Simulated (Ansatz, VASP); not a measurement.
**One calculation of Te, two programs**

The input INCAR:

```
SYSTEM = Te
PREC = Accurate
ENCUT = 500
EDIFF = 1E-6
ISMEAR = -1
SIGMA = 0.1
LREAL = .FALSE.
LASPH = .TRUE.
NELM = 120
ALGO = Normal
ISIF = 2
LWAVE = .FALSE.
LCHARG = .FALSE.
GGA = PE
NBANDS = 13
GGA_COMPAT = .FALSE.
```

Contents of KPOINTS:

```
Automatic mesh
0
G
  9 9 9
  0 0 0
```

The input POSCAR:

```
Te
1.0
    0.0000000000      3.6407143730      3.6407143730
    3.6407143730      0.0000000000      3.6407143730
    3.6407143730      3.6407143730      0.0000000000
Te
2
Direct
    0.1250000000      0.1250000000      0.1250000000
    0.8750000000      0.8750000000      0.8750000000
```

Input for Ansatz:

```yaml
crystal:
  lattice:
    - [0.0, 3.640714373, 3.640714373]
    - [3.640714373, 0.0, 3.640714373]
    - [3.640714373, 3.640714373, 0.0]
  atoms:
    - { symbol: Te, position: [0.125, 0.125, 0.125] }
    - { symbol: Te, position: [0.875, 0.875, 0.875] }
hamiltonian:
  xc: pbe
  pseudopotentials:
    kind: paw
    azcp:
      Te: "pseudopotentials/Te.paw.azcp"
basis:
  ecutwfc: 420
  fft_grid_basis: typed
kpoints:
  mp_grid: { grid: [9, 9, 9], shift: [0, 0, 0] }
magnetization:
  spin_polarized: false
scf:
  occupations: { method: fermi_dirac, width: 0.1 }
  lower_state_search: "off"
output:
  stress: true
```

Alike in both runs: task single point; functional PBE; k mesh 9 × 9 × 9; occupations fermi-dirac, width 0.1 eV; no spin polarisation.

```csv
,VASP,Ansatz
version,VASP 6.6.1,Ansatz 0.2.0
potentials or method,"VASP PAW PBE potentials, release 64 (Te), cutoff 500 eV","plane waves (420 eV) with PAW, scalar-relativistic"
valence electrons in the cell,12,32
```

```csv
,VASP,Ansatz,Ansatz less VASP
pressure (GPa),-1.0,-1.0,+0.02
```

VASP's potentials hold 12 valence electrons a cell and Ansatz's 32, so a difference there can come from the potentials and not from the codes.

Spin-orbit coupling is off throughout.
